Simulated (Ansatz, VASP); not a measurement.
Two plane-wave programs on GaP

```xyz
4
Lattice="1.7605 1.0164 6.5803 -1.7605 1.0164 6.5803 0.0000 -2.0329 6.5803" Properties=species:S:1:pos:R:3 pbc="T T T"
Ga    0.0000    0.0000    8.5988
Ga    0.0000    0.0000   11.1421
P     0.0000    0.0000    1.1353
P     0.0000    0.0000   18.6056
```

Alike in both runs: task single point; functional PBE; k mesh 9 × 9 × 9; occupations gaussian, width 0.05 eV; no spin polarisation.

|  | VASP | Ansatz |
| --- | --- | --- |
| version | VASP 6.6.1 | Ansatz 0.2.0 |
| potentials or method | VASP PAW PBE potentials, release 64 (Ga_d, P), cutoff 520 eV | scalar-relativistic, plane waves, PAW |
| valence electrons in the cell | 36 | 36 |

VASP gave:

| Item | Value |
| --- | --- |
| gap on the k mesh at the Fermi level (eV) | 0.08 |
| least direct gap on the mesh (eV) | 0.20 |
| pressure (GPa) | 19.2 |
| traceless stress, the component that is largest in VASP (GPa) | -19.48 |
| rms of the force components (eV/Å) | 0.860 |

Estimate Ansatz's values.

gap on the k mesh at the Fermi level (eV): 0.08; least direct gap on the mesh (eV): 0.19; pressure (GPa): 19.4; traceless stress, the component that is largest in VASP (GPa): -19.49; rms of the force components (eV/Å): 0.864.

Atom by atom the forces differ by 0.011 eV/Å (rms over components). The functional is the same, so the differences come from potentials, cutoffs and numerics.
